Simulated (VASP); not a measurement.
Crystal: InGa3As4.

```
In Ga As
1.0
     3.96745    0.00000    0.00000
     0.00000    3.96745    0.00000
     0.00000    0.00000   11.22165
In Ga As
1 3 4
Direct
  0.00000 0.00000 0.00000
  0.50000 0.50000 0.25000
  0.00000 0.00000 0.50000
  0.50000 0.50000 0.75000
  0.50000 0.00000 0.37500
  0.00000 0.50000 0.62500
  0.50000 0.00000 0.87500
  0.00000 0.50000 0.12500
```

```yaml
Program: VASP 6.6.1
Task: relaxation of cell and atoms
Functional: PBE
Potentials_or_basis: VASP PAW PBE potentials, release 64 (In_d, Ga_d, As)
Cutoff: 600 eV
k_mesh: 4 × 4 × 2
Occupations: gaussian, width 0.1 eV
Spin: no spin polarisation
```

At the start: pressure 11.2 GPa; volume 22.08 Å³/atom.

**Question.** How do energy, volume and symmetry change on relaxing?

**Answer.** Over 10 steps the energy falls by 135.1 meV/atom and the volume is 25.28 Å³/atom (+14.5 %); space group P-4m2 (No. 115, to 0.05 Å).

The path:
| step | energy change (eV) | largest force (eV/Å) | pressure (GPa) | volume (Å³) |
| --- | --- | --- | --- | --- |
| 1 | 0.0000 | 2.0469 | 11.18 | 176.64 |
| 2 | -0.8225 | 0.4124 | -3.52 | 219.02 |
| 3 | -0.9818 | 0.5734 | -0.36 | 204.72 |
| 4 | -0.9818 | 0.5525 | -0.49 | 205.31 |
| 5 | -1.0206 | 0.3419 | -0.29 | 204.13 |
| 6 | -1.0557 | 0.2663 | 0.32 | 201.47 |
| 7 | -1.0724 | 0.1929 | -0.09 | 202.82 |
| 8 | -1.0763 | 0.1499 | -0.35 | 203.89 |
| 9 | -1.0804 | 0.0341 | 0.19 | 201.85 |
| 10 | -1.0806 | 0.0291 | 0.05 | 202.20 |

Final structure:
```
CELL_PARAMETERS angstrom
4.17132 0.00000 0.00000
0.00000 4.17132 0.00000
0.00000 0.00000 11.62106
ATOMIC_POSITIONS crystal
In 0.00000 0.00000 0.00000
Ga 0.50000 0.50000 0.25933
Ga 0.00000 0.00000 0.50000
Ga 0.50000 0.50000 0.74067
As 0.50000 0.00000 0.37949
As 0.00000 0.50000 0.62051
As 0.50000 0.00000 0.86008
As 0.00000 0.50000 0.13992
```

Caveat: the k points lie up to 0.38 Å⁻¹ apart in the final cell.
